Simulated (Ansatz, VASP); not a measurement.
One calculation of Y7TiN8, two programs

File INCAR:

```
SYSTEM = Y7TiN8
PREC = Accurate
ENCUT = 520
EDIFF = 1E-7
ISMEAR = 0
SIGMA = 0.05
LREAL = Auto
LASPH = .TRUE.
NELM = 150
ALGO = Normal
ISIF = 2
LWAVE = .FALSE.
LCHARG = .FALSE.
LMAXMIX = 4
LDAU = .TRUE.
LDAUTYPE = 2
LDAUL = 2 -1 -1
LDAUU = 3 0 0
LDAUJ = 0 0 0
LDAUPRINT = 1
GGA = PS
NBANDS = 78
```

Contents of KPOINTS:

```
regular mesh
0
G
  3 3 3
  0 0 0
```

The input POSCAR:

```
Y7TiN8
1.0
    0.0000000000      4.8935000000      4.8935000000
    4.8935000000      0.0000000000      4.8935000000
    4.8935000000      4.8935000000      0.0000000000
Ti Y N
1 7 8
Direct
    0.2500000000      0.2500000000      0.2500000000
    0.2500000000      0.2500000000      0.7500000000
    0.2500000000      0.7500000000      0.2500000000
    0.2500000000      0.7500000000      0.7500000000
    0.7500000000      0.2500000000      0.2500000000
    0.7500000000      0.2500000000      0.7500000000
    0.7500000000      0.7500000000      0.2500000000
    0.7500000000      0.7500000000      0.7500000000
    1.0000000000      1.0000000000      1.0000000000
    0.0105997846      0.0105997846      0.4894002154
    0.0105997846      0.4894002154      0.0105997846
    0.0105997846      0.4894002154      0.4894002154
    0.4894002154      0.0105997846      0.0105997846
    0.4894002154      0.0105997846      0.4894002154
    0.4894002154      0.4894002154      0.0105997846
    0.5000000000      0.5000000000      0.5000000000
```

Input for Ansatz:

```yaml
crystal:
  lattice:
    - [0.0, 4.8935, 4.8935]
    - [4.8935, 0.0, 4.8935]
    - [4.8935, 4.8935, 0.0]
  atoms:
    - { symbol: Ti, position: [0.25, 0.25, 0.25] }
    - { symbol: "Y", position: [0.25, 0.25, 0.75] }
    - { symbol: "Y", position: [0.25, 0.75, 0.25] }
    - { symbol: "Y", position: [0.25, 0.75, 0.75] }
    - { symbol: "Y", position: [0.75, 0.25, 0.25] }
    - { symbol: "Y", position: [0.75, 0.25, 0.75] }
    - { symbol: "Y", position: [0.75, 0.75, 0.25] }
    - { symbol: "Y", position: [0.75, 0.75, 0.75] }
    - { symbol: "N", position: [1.0, 1.0, 1.0] }
    - { symbol: "N", position: [0.0105997846, 0.0105997846, 0.4894002154] }
    - { symbol: "N", position: [0.0105997846, 0.4894002154, 0.0105997846] }
    - { symbol: "N", position: [0.0105997846, 0.4894002154, 0.4894002154] }
    - { symbol: "N", position: [0.4894002154, 0.0105997846, 0.0105997846] }
    - { symbol: "N", position: [0.4894002154, 0.0105997846, 0.4894002154] }
    - { symbol: "N", position: [0.4894002154, 0.4894002154, 0.0105997846] }
    - { symbol: "N", position: [0.5, 0.5, 0.5] }
basis:
  ecutwfc: 420
  ecutrho_ratio: 4
kpoints:
  mp_grid: { grid: [3, 3, 3] }
hamiltonian:
  xc: pbesol
  hubbard: { sites: [{ site: 0, l: d, u_eff: 3.0 }] }
scf:
  occupations: { method: gaussian, width: 0.05 }
  lower_state_search: "off"
  max_iter: 150
output:
  forces: true
  stress: true
  eigenvalues: true
  populations: true
  hubbard: { sites: [{ site: 0, l: d }] }
```

Alike in both runs: task single point; functional PBEsol; k mesh 3 × 3 × 3; occupations gaussian, width 0.05 eV; no spin polarisation; Hubbard terms Ti d U = 3.0 eV.

|  | VASP | Ansatz |
| --- | --- | --- |
| version | VASP 6.6.1 | Ansatz 0.2.0 |
| potentials or method | VASP PAW PBE potentials, release 64 (Ti_sv, Y_sv, N), cutoff 520 eV | scalar-relativistic, plane waves, PAW |
| valence electrons in the cell | 129 | 129 |

VASP gave:

| Quantity | Value |
| --- | --- |
| gap on the k mesh at the Fermi level (eV) | none |
| pressure (GPa) | -11.6 |
| rms of the force components (eV/Å) | 0.001 |

**Question.** What did Ansatz give for the same quantities?

**Answer.** gap on the k mesh at the Fermi level (eV): none; pressure (GPa): -11.6; rms of the force components (eV/Å): 0.011.

VASP's potentials were made for PBE, not for PBEsol. The programs project onto different local orbitals, so the same U acts differently, and such runs can settle in different states. Atom by atom the forces differ by 0.011 eV/Å (rms over components). A gap of «none» marks a metal or a gap that the smearing closes. Ansatz's warnings: filled band counts differ across k points.

The k mesh is coarse, so the values compare programs but aren't converged.
